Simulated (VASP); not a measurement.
# Yb (Fm-3m) in VASP: a series of runs

The runs below take Yb through single point, with r2SCAN, PBE.

Program: VASP 6.6.1. These are calculated values, not measurements. Logs are shortened: lines on timing, memory, paths and dates and some standing lists are left out, and cuts for length are marked.

**1. The cell of the first run**

It takes space group Fm-3m (No. 225, cubic). The conventional cell has a = 5.244 Å, b = 5.244 Å, c = 5.244 Å, α = 90.00°, β = 90.00°, γ = 90.00°. Within 4.9 Å of Yb (site symmetry m-3m) lie 12 Yb at 3.71 Å.

**2. Single point, r2SCAN**

POSCAR reads:

```
Yb
1.0
    0.0000000000      2.6218677173      2.6218677173
    2.6218677173      0.0000000000      2.6218677173
    2.6218677173      2.6218677173      0.0000000000
Yb
1
Direct
    0.0000000000      0.0000000000      0.0000000000
```

INCAR.step1 reads:

```
SYSTEM = Yb
PREC = Accurate
ENCUT = 520
ISMEAR = -1
SIGMA = 0.1
LREAL = .FALSE.
LASPH = .TRUE.
NELM = 60
NBANDS = 18
GGA = PE
ALGO = Normal
EDIFF = 1E-4
LWAVE = .TRUE.
LCHARG = .FALSE.
```

INCAR.step2 reads:

```
SYSTEM = Yb
PREC = Accurate
ENCUT = 520
EDIFF = 1E-7
ISMEAR = -1
SIGMA = 0.1
LREAL = .FALSE.
LASPH = .TRUE.
NELM = 60
ALGO = Normal
ISIF = 2
LWAVE = .FALSE.
LCHARG = .TRUE.
METAGGA = R2SCAN
LMIXTAU = .TRUE.
LELF = .TRUE.
LVHAR = .TRUE.
NBANDS = 18
ISTART = 1
```

KPOINTS reads:

```
Automatic mesh
0
G
  11 11 11
  0 0 0
```

Potentials or basis: VASP PAW PBE potentials, release 64 (Yb).

Command:

```
> cat potpaw_PBE.64/Yb/POTCAR > POTCAR
> cp INCAR.step1 INCAR
> mpirun -np 1 vasp_std > vasp.out
> cp INCAR.step2 INCAR
> mpirun -np 1 vasp_std > vasp.out
```

OUTCAR:

```text
SYSTEM = Yb
   PREC = Accurate
   ENCUT = 520
   EDIFF = 1E-7
   ISMEAR = -1
   LREAL = .FALSE.
   LASPH = .TRUE.
   NELM = 60
   ISIF = 2
   METAGGA = R2SCAN
   ISTART = 1

 ion  position               nearest neighbor table
   1  0.000  0.000  0.000-

  LATTYP: Found a face centered cubic cell.
 ALAT       =     5.2437354346

  Lattice vectors:

 A1 = (   0.0000000000,   2.6218677173,   2.6218677173)
 A2 = (   2.6218677173,   0.0000000000,   2.6218677173)
 A3 = (   2.6218677173,   2.6218677173,   0.0000000000)

Analysis of symmetry for initial positions (statically):
=====================================================================
 Subroutine PRICEL returns:
 Original cell was already a primitive cell.

 Routine SETGRP: Setting up the symmetry group for a
 face centered cubic supercell.

 Subroutine GETGRP returns: Found 48 space group operations
 (whereof 48 operations were pure point group operations)
 out of a pool of 48 trial point group operations.

The static configuration has the point symmetry O_h .

Analysis of symmetry for dynamics (positions and initial velocities):
=====================================================================
 Subroutine PRICEL returns:
 Original cell was already a primitive cell.

 Routine SETGRP: Setting up the symmetry group for a
 face centered cubic supercell.

 Subroutine GETGRP returns: Found 48 space group operations
 (whereof 48 operations were pure point group operations)
 out of a pool of 48 trial point group operations.

The dynamic configuration has the point symmetry O_h .

 Subroutine INISYM returns: Found 48 space group operations
 (whereof 48 operations are pure point group operations),
 and found     1 'primitive' translations

----------------------------------------------------------------------------------------

                                     Primitive cell

  volume of cell :      36.0464

  direct lattice vectors                    reciprocal lattice vectors
     0.000000000  2.621867717  2.621867717    -0.190703748  0.190703748  0.190703748
     2.621867717  0.000000000  2.621867717     0.190703748 -0.190703748  0.190703748
     2.621867717  2.621867717  0.000000000     0.190703748  0.190703748 -0.190703748

  length of vectors
     3.707880885  3.707880885  3.707880885     0.330308580  0.330308580  0.330308580

  position of ions in fractional coordinates (direct lattice)
     0.000000000  0.000000000  0.000000000

  ion indices of the primitive-cell ions
   primitive index   ion index
                 1           1

----------------------------------------------------------------------------------------

 KPOINTS: Automatic mesh

Automatic generation of k-mesh.
 Grid dimensions read from file:
 generate k-points for:   11   11   11

 Generating k-lattice:

  Cartesian coordinates                     Fractional coordinates (reciprocal lattice)
    -0.017336704  0.017336704  0.017336704     0.090909091  0.000000000  0.000000000
     0.017336704 -0.017336704  0.017336704     0.000000000  0.090909091  0.000000000
     0.017336704  0.017336704 -0.017336704     0.000000000  0.000000000  0.090909091

  Length of vectors
     0.030028053  0.030028053  0.030028053

  Shift w.r.t. Gamma in fractional coordinates (k-lattice)
     0.000000000  0.000000000  0.000000000

 Subroutine IBZKPT returns following result:
 ===========================================

 Found     56 irreducible k-points:

 Following reciprocal coordinates:
            Coordinates               Weight
  0.000000  0.000000  0.000000      1.000000
  0.090909  0.000000  0.000000      8.000000
  0.181818  0.000000  0.000000      8.000000
  0.272727  0.000000  0.000000      8.000000
  0.363636  0.000000  0.000000      8.000000
  0.454545  0.000000  0.000000      8.000000
[... 16 lines left out ...]
 -0.272727  0.181818  0.000000     24.000000
 -0.181818  0.181818  0.000000     12.000000
 [... further k-points ...]
   k-points           NKPTS =     56   k-points in BZ     NKDIM =     56   number of bands    NBANDS=     18
   number of dos      NEDOS =    301   number of ions     NIONS =      1
   total plane-waves  NPLWV =  21952
   dimension x,y,z NGX =    28 NGY =   28 NGZ =   28
   dimension x,y,z NGXF=    56 NGYF=   56 NGZF=   56
   ions per type =               1
   NGX,Y,Z   is equivalent  to a cutoff of  12.55, 12.55, 12.55 a.u.
   NGXF,Y,Z  is equivalent  to a cutoff of  25.11, 25.11, 25.11 a.u.
 SYSTEM =  Yb
   PREC   = accura    normal or accurate (medium, high low for compatibility)
   ISTART =      1    job   : 0-new  1-cont  2-samecut
   ICHARG =      0    charge: 1-file 2-atom 10-const
   ISPIN  =      1    spin polarized calculation?
   LNONCOLLINEAR =      F non collinear calculations
   LSORBIT =      F    spin-orbit coupling
   LASPH  =      T    aspherical Exc in radial PAW
   ENCUT  =  520.0 eV  38.22 Ry    6.18 a.u.   6.89  6.89  6.89*2*pi/ulx,y,z
[... 86 lines left out ...]
      6       0.9745      1.99397
[... 10 lines left out ...]
     17       6.6018      0.00000
     18      11.8785      0.00000

 k-point     4 :       0.2727    0.0000    0.0000
  band No.  band energies     occupation
      1     -51.8972      2.00000
      2     -23.6507      2.00000
      3     -23.4805      2.00000
      4     -23.4804      2.00000
      5      -2.2286      2.00000
      6       0.9842      1.99336
[... 10 lines left out ...]
     17       6.9252      0.00000
     18      10.8217      0.00000

 k-point     5 :       0.3636    0.0000    0.0000
  band No.  band energies     occupation
      1     -51.8927      2.00000
      2     -23.7359      2.00000
      3     -23.4920      2.00000
      4     -23.4918      2.00000
      5      -1.2387      2.00000
      6       0.9837      1.99340
[... 10 lines left out ...]
     17       7.6531      0.00000
     18      10.0504      0.00000

 k-point     6 :       0.4545    0.0000    0.0000
  band No.  band energies     occupation
      1     -51.8901      2.00000
      2     -23.7858      2.00000
      3     -23.4988      2.00000
      4     -23.4986      2.00000
      5      -0.4298      2.00000
      6       0.9682      1.99434
[... 10 lines left out ...]
     17       8.3075      0.00000
     18       9.6167      0.00000

 k-point     7 :       0.0909    0.0909    0.0000
  band No.  band energies     occupation
      1     -51.9052      2.00000
      2     -23.4819      2.00000
      3     -23.4645      2.00000
      4     -23.4643      2.00000
      5      -3.5880      2.00000
      6       0.9684      1.99433
[... 10 lines left out ...]
     17       6.9660      0.00000
     18      12.0501      0.00000

 k-point     8 :       0.1818    0.0909    0.0000
  band No.  band energies     occupation
      1     -51.9023      2.00000
      2     -23.5365      2.00000
      3     -23.4762      2.00000
      4     -23.4713      2.00000
      5      -3.1436      2.00000
      6       0.9742      1.99400
[... 10 lines left out ...]
     17       7.0218      0.00000
     18      12.6323      0.00000
[... 229 lines left out ...]
     17       8.0265      0.00000
     18      11.1106      0.00000

 k-point    20 :       0.4545    0.1818    0.0000
  band No.  band energies     occupation
      1     -51.8891      2.00000
      2     -23.7374      2.00000
      3     -23.5469      2.00000
      4     -23.5230      2.00000
      5      -0.3496      2.00000
      6       0.9863      1.99322
[... 10 lines left out ...]
     17       8.4943      0.00000
     18       9.6314      0.00000

 k-point    21 :      -0.4545    0.1818    0.0000
  band No.  band energies     occupation
      1     -51.8876      2.00000
      2     -23.7585      2.00000
      3     -23.5656      2.00000
      4     -23.5190      2.00000
      5       0.3520      1.99999
      6       0.9655      1.99450
[... 10 lines left out ...]
     17       8.2807      0.00000
     18       9.2673      0.00000

 k-point    22 :      -0.3636    0.1818    0.0000
  band No.  band energies     occupation
      1     -51.8885      2.00000
      2     -23.7424      2.00000
      3     -23.5726      2.00000
      4     -23.5074      2.00000
      5      -0.0264      2.00000
      6       0.9751      1.99394
[... 10 lines left out ...]
     17       8.5692      0.00000
     18       9.7037      0.00000

 k-point    23 :      -0.2727    0.1818    0.0000
  band No.  band energies     occupation
      1     -51.8915      2.00000
      2     -23.6974      2.00000
      3     -23.5622      2.00000
      4     -23.4919      2.00000
      5      -0.9744      2.00000
      6       0.9925      1.99279
[... 10 lines left out ...]
     17       8.6120      0.00000
     18      10.5292      0.00000

 k-point    24 :      -0.1818    0.1818    0.0000
  band No.  band energies     occupation
      1     -51.8956      2.00000
      2     -23.6419      2.00000
      3     -23.5325      2.00000
      4     -23.4773      2.00000
      5      -1.9243      2.00000
      6       0.9925      1.99279
[... 10 lines left out ...]
     17       7.8584      0.00000
     18      11.7023      0.00000

 [... further k-points ...]

------------------------ aborting loop because EDIFF is reached ----------------------------------------

  FORCE on cell =-STRESS in cart. coord.  units (eV):
  Direction    XX          YY          ZZ          XY          YZ          ZX
  --------------------------------------------------------------------------------------
  -------------------------------------------------------------------------------------
  Total       -0.1194369     -0.1194369     -0.1194369      0.0000000     -0.0000000      0.0000000
  in kB       -5.3086820     -5.3086820     -5.3086820      0.0000000     -0.0000000      0.0000000
  external PRESSURE =      -5.3086820 kB  Pullay stress =       0.0000000 kB

 VOLUME and BASIS-vectors are now :
 -----------------------------------------------------------------------------
  energy-cutoff  :      520.00
  volume of cell :       36.05
      direct lattice vectors                 reciprocal lattice vectors
     0.000000000  2.621867717  2.621867717    -0.190703748  0.190703748  0.190703748
     2.621867717  0.000000000  2.621867717     0.190703748 -0.190703748  0.190703748
     2.621867717  2.621867717  0.000000000     0.190703748  0.190703748 -0.190703748

 POSITION                                       TOTAL-FORCE (eV/Angst)
 -----------------------------------------------------------------------------------
      0.00000      0.00000      0.00000         0.000000      0.000000     -0.000000
 -----------------------------------------------------------------------------------
    total drift:                               -0.000000     -0.000000     -0.000000

  FREE ENERGIE OF THE ION-ELECTRON SYSTEM (eV)
  ---------------------------------------------------
  free  energy   TOTEN  =       -35.5655976419 eV

  energy  without entropy=      -35.4726782429  energy(sigma->0) =      -35.51913794
```

It took 3.3 min on 1 thread of Intel Xeon Platinum 8488C (Sapphire Rapids), shared host; peak memory 0.2 GiB.

What came out:

| Item | Value |
| --- | --- |
| Free energy | -35.5656 eV |
| Pressure | -0.5 GPa |

Levels at points of the mesh, in eV from the Fermi level:
```tsv
k point	band 9	band 10	band 11	band 12	band 13	band 14	band 15	band 16
(0.00, 0.00, 0.00)	-0.52	-0.46	-0.46	-0.46	3.12	3.12	3.12	5.31
```

Caveat: the PAW data sets were made with another functional, which shifts forces and pressure a little; spin-orbit coupling is left out, which moves the levels of the heavy elements. Spin polarisation is off, so any magnetic state and its effect on volume and gap are missing.

**3. Single point, r2SCAN**

POSCAR is that of step 2.

INCAR.step1 reads:

```
  PREC = Accurate
  ENCUT = 520
  ISMEAR = -1
  SIGMA = 0.1
  LREAL = F
  LASPH = T
  NELM = 60
  NBANDS = 18
  GGA = PE
  ALGO = Normal
  EDIFF = 1E-4
  LWAVE = T
  LCHARG = F
```

INCAR.step2 reads:

```
  PREC = Accurate
  ENCUT = 520
  EDIFF = 1E-7
  ISMEAR = -1
  SIGMA = 0.1
  LREAL = F
  LASPH = T
  NELM = 60
  ALGO = Normal
  ISIF = 2
  LWAVE = F
  LCHARG = F
  METAGGA = R2SCAN
  LMIXTAU = T
  NBANDS = 18
  ISTART = 1
```

KPOINTS reads:

```
regular mesh
0
Gamma
  11 11 11
```

Potentials or basis: VASP PAW PBE potentials, release 64 (Yb).

Command:

```
> cat potpaw_PBE.64/Yb/POTCAR > POTCAR
> cp INCAR.step1 INCAR
> mpirun -np 1 vasp_std > vasp.out
> cp INCAR.step2 INCAR
> mpirun -np 1 vasp_std > vasp.out
```

It took 3.3 min on 1 thread of Intel Xeon Platinum 8488C (Sapphire Rapids), shared host; peak memory 0.2 GiB.

The run converged. Its results:

| Property | Result |
| --- | --- |
| Free energy | -35.5656 eV |
| Pressure | -0.5 GPa |

Levels at points of the mesh, in eV from the Fermi level:
```tsv
k point	band 10	band 11	band 12	band 13	band 14	band 15
(0.00, 0.00, 0.00)	-0.46	-0.46	-0.46	3.12	3.12	3.12
```

Caveat: the PAW data sets were made with another functional, which shifts forces and pressure a little; spin-orbit coupling is left out, which moves the levels of the heavy elements. Spin polarisation is off, so any magnetic state and its effect on volume and gap are missing.

**4. Single point, r2SCAN**

This run uses another cell than the first one, of 37.12 Å³/atom.

POSCAR reads:

```
Yb
1.0
    0.0000000000      2.6475739420      2.6475739420
    2.6475739420      0.0000000000      2.6475739420
    2.6475739420      2.6475739420      0.0000000000
Yb
1
Direct
    0.0000000000      0.0000000000      0.0000000000
```

INCAR.step1 reads:

```
PREC = Accurate ; ENCUT = 520
ISMEAR = -1 ; SIGMA = 0.1
LREAL = F ; LASPH = T
NELM = 80 ; NBANDS = 18
GGA = PE ; ALGO = Normal
EDIFF = 1E-4 ; LWAVE = T
LCHARG = F
```

INCAR.step2 reads:

```
PREC = Accurate ; ENCUT = 520
EDIFF = 1E-7 ; ISMEAR = -1
SIGMA = 0.1 ; LREAL = F
LASPH = T ; NELM = 80
ALGO = Normal ; ISIF = 2
LWAVE = F ; LCHARG = F
METAGGA = R2SCAN ; LMIXTAU = T
NBANDS = 18 ; ISTART = 1
```

KPOINTS reads:

```
Automatic mesh
0
Gamma
  11 11 11
```

Command:

```
> cat potpaw_PBE.64/Yb/POTCAR > POTCAR
> cp INCAR.step1 INCAR
> mpirun -np 1 vasp_std > vasp.out
> cp INCAR.step2 INCAR
> mpirun -np 1 vasp_std > vasp.out
```

Run time: 3.8 min. Hardware: 1 thread of Intel Xeon Platinum 8488C (Sapphire Rapids), shared host; peak memory 0.2 GiB.

It converged, with:

- Free energy: -35.5611 eV
- Pressure: -1.1 GPa

Levels at points of the mesh, in eV from the Fermi level:
```csv
k point,band 8,band 9,band 10,band 11,band 12,band 13,band 14,band 15,band 16,band 17
"(0.00, 0.00, 0.00)",-0.51,-0.51,-0.45,-0.45,-0.45,3.10,3.10,3.10,5.22,5.22
```

Caveat: the PAW data sets were made with another functional, which shifts forces and pressure a little; spin-orbit coupling is left out, which moves the levels of the heavy elements. Spin polarisation is off, so any magnetic state and its effect on volume and gap are missing.

**5. Single point, r2SCAN**

This run uses another cell than the first one, of 37.12 Å³/atom.

POSCAR is that of step 4.

INCAR.step1 reads:

```
SYSTEM = Yb
PREC     = Accurate       ! precision mode
ENCUT    = 520            ! plane-wave cutoff, eV
ISMEAR   = -1             ! smearing method
SIGMA    = 0.1            ! smearing width, eV
LREAL    = .FALSE.        ! projectors in reciprocal space
LASPH    = .TRUE.         ! aspherical terms in the spheres
NELM     = 60             ! most SCF steps
NBANDS   = 18             ! bands
GGA      = PE             ! functional
ALGO     = Normal         ! electronic algorithm
EDIFF    = 1E-4           ! SCF threshold, eV
LWAVE    = .TRUE.         ! write WAVECAR
LCHARG   = .FALSE.        ! write CHGCAR
```

INCAR.step2 reads:

```
SYSTEM = Yb
PREC     = Accurate       ! precision mode
ENCUT    = 520            ! plane-wave cutoff, eV
EDIFF    = 1E-6           ! SCF threshold, eV
ISMEAR   = -1             ! smearing method
SIGMA    = 0.1            ! smearing width, eV
LREAL    = .FALSE.        ! projectors in reciprocal space
LASPH    = .TRUE.         ! aspherical terms in the spheres
NELM     = 60             ! most SCF steps
ALGO     = Normal         ! electronic algorithm
ISIF     = 2              ! what is computed and relaxed
LWAVE    = .FALSE.        ! write WAVECAR
LCHARG   = .FALSE.        ! write CHGCAR
METAGGA  = R2SCAN         ! meta-GGA
LMIXTAU  = .TRUE.       
NBANDS   = 18             ! bands
ISTART   = 1
```

KPOINTS reads:

```
regular mesh
0
G
  11 11 11
  0 0 0
```

Command:

```
> cat potpaw_PBE.64/Yb/POTCAR > POTCAR
> cp INCAR.step1 INCAR
> mpirun -np 1 vasp_std > vasp.out
> cp INCAR.step2 INCAR
> mpirun -np 1 vasp_std > vasp.out
```

It took 3.5 min on 1 thread of Intel Xeon Platinum 8488C (Sapphire Rapids), shared host; peak memory 0.2 GiB.

The run converged. Its results:

- Free energy: -35.5611 eV
- Pressure: -1.1 GPa

Levels at points of the mesh, in eV from the Fermi level:
```csv
k point,band 9,band 10,band 11,band 12,band 13,band 14,band 15,band 16
"(0.00, 0.00, 0.00)",-0.51,-0.45,-0.45,-0.45,3.10,3.10,3.10,5.22
```

Caveat: the PAW data sets were made with another functional, which shifts forces and pressure a little; spin-orbit coupling is left out, which moves the levels of the heavy elements. Spin polarisation is off, so any magnetic state and its effect on volume and gap are missing.

**6. Single point, PBE**

This run uses another cell than the first one, of 34.98 Å³/atom.

INCAR reads:

```
PREC = Accurate
ENCUT = 520
EDIFF = 1E-7
ISMEAR = -1
SIGMA = 0.06122561905347299
LREAL = F
LASPH = T
NELM = 60
ALGO = Fast
ISIF = 2
LWAVE = F
LCHARG = F
GGA = PE
NBANDS = 18
```

KPOINTS reads:

```
regular mesh
0
Gamma
  36 36 36
```

POSCAR reads:

```
Yb
1.0
    0.0000000000      2.5956472832      2.5956472832
    2.5956472832      0.0000000000      2.5956472832
    2.5956472832      2.5956472832      0.0000000000
Yb
1
Direct
    0.0000000000      0.0000000000      0.0000000000
```

Potentials or basis: VASP PAW PBE potentials, release 64 (Yb).

Command:

```
> cat potpaw_PBE.64/Yb/POTCAR > POTCAR
> mpirun -np 1 vasp_std > vasp.out
```

Run time: 42 min. Hardware: 1 thread of Intel Xeon Platinum 8488C (Sapphire Rapids), shared host; peak memory 0.91 GiB.

It converged, with:

```
Free energy            : -3.5753 eV
Pressure               : 0.3 GPa
Band gap on the k mesh : zero (bands 12 and 13 overlap by 0.01 eV)
```

Levels at points of the mesh, in eV from the Fermi level:
| k point | band 8 | band 9 | band 10 | band 11 | band 12 | band 13 | band 14 | band 15 | band 16 | band 17 |
| --- | --- | --- | --- | --- | --- | --- | --- | --- | --- | --- |
| (0.00, 0.00, 0.00) | -0.43 | -0.43 | -0.33 | -0.33 | -0.33 | 2.86 | 2.86 | 2.86 | 5.04 | 5.04 |
| (0.50, 0.00, 0.00) | -0.44 | -0.44 | -0.35 | -0.35 | -0.33 | 0.40 | 2.63 | 2.63 | 6.64 | 6.66 |
| (0.50, 0.50, 0.00) | -0.43 | -0.43 | -0.37 | -0.36 | -0.36 | 0.02 | 1.79 | 6.69 | 7.23 | 7.52 |

Caveat: spin-orbit coupling is left out, which moves the levels of the heavy elements.

**7. The runs side by side**

```tsv
level	cell	k mesh	smearing	pressure (GPa)
r2SCAN	a = 3.708 Å, angles 60.0°, 1 atom	11 × 11 × 11	fermi-dirac 0.1 eV	-0.5
r2SCAN	a = 3.744 Å, angles 60.0°, 1 atom	11 × 11 × 11	fermi-dirac 0.1 eV	-1.1
PBE	a = 3.671 Å, angles 60.0°, 1 atom	36 × 36 × 36	fermi-dirac 0.0612256 eV	0.3
```

Alike in all rows: task single point; potentials or basis VASP PAW PBE potentials, release 64 (Yb); no spin polarisation; cutoff (eV) 520.

Caveats: spin-orbit coupling is left out, which moves the levels of the heavy elements; the PAW data sets were made with another functional, which shifts forces and pressure a little (at least some runs).

Total energies depend on the potentials used, so only differences within one code and one set of settings carry meaning.
